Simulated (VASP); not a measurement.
A run of VASP 6.6.1 is set up as follows.

File POSCAR:

```
K
1.0
    4.3597733875      0.0000000000      0.0000000000
    0.0000000000      4.3597733875      0.0000000000
    0.0000000000      0.0000000000      3.5392640360
K
1
Direct
    0.0000000000      0.0000000000      0.0000000000
```

INCAR.step1

```
SYSTEM = K
PREC = Accurate ; ENCUT = 520
ISMEAR = 0 ; SIGMA = 0.15
LREAL = .FALSE. ; LASPH = .TRUE.
NELM = 80 ; NBANDS = 10
GGA = PE ; ALGO = Normal
EDIFF = 1E-4 ; LWAVE = .TRUE.
LCHARG = .FALSE.
```

INCAR.step2

```
SYSTEM = K
PREC = Accurate ; ENCUT = 520
EDIFF = 1E-6 ; ISMEAR = 0
SIGMA = 0.15 ; LREAL = .FALSE.
LASPH = .TRUE. ; NELM = 80
ALGO = Normal ; ISIF = 2
LWAVE = .FALSE. ; LCHARG = .FALSE.
METAGGA = R2SCAN ; LMIXTAU = .TRUE.
NBANDS = 10 ; ISTART = 1
```

KPOINTS

```
Automatic mesh
0
G
  12 12 12
  0 0 0
```

Potentials or basis: VASP PAW PBE potentials, release 64 (K_sv).

Run with:

```bash
$ cat potpaw_PBE.64/K_sv/POTCAR > POTCAR
$ cp INCAR.step1 INCAR
$ mpirun -np 1 vasp_std > vasp.out
$ cp INCAR.step2 INCAR
$ mpirun -np 1 vasp_std > vasp.out
```

Task: Predict the band gap on the k mesh.

Result: Zero (an odd number of electrons rules out a gap without spin polarisation).

Task: What does it give for the pressure?

Result: 0.8 GPa.

Stress tensor (GPa, compression positive):
```
-0.21  0.00  0.00
 0.00 -0.21  0.00
 0.00  0.00  2.69
```

Caveat: the PAW data sets were made with another functional, which shifts forces and pressure a little.
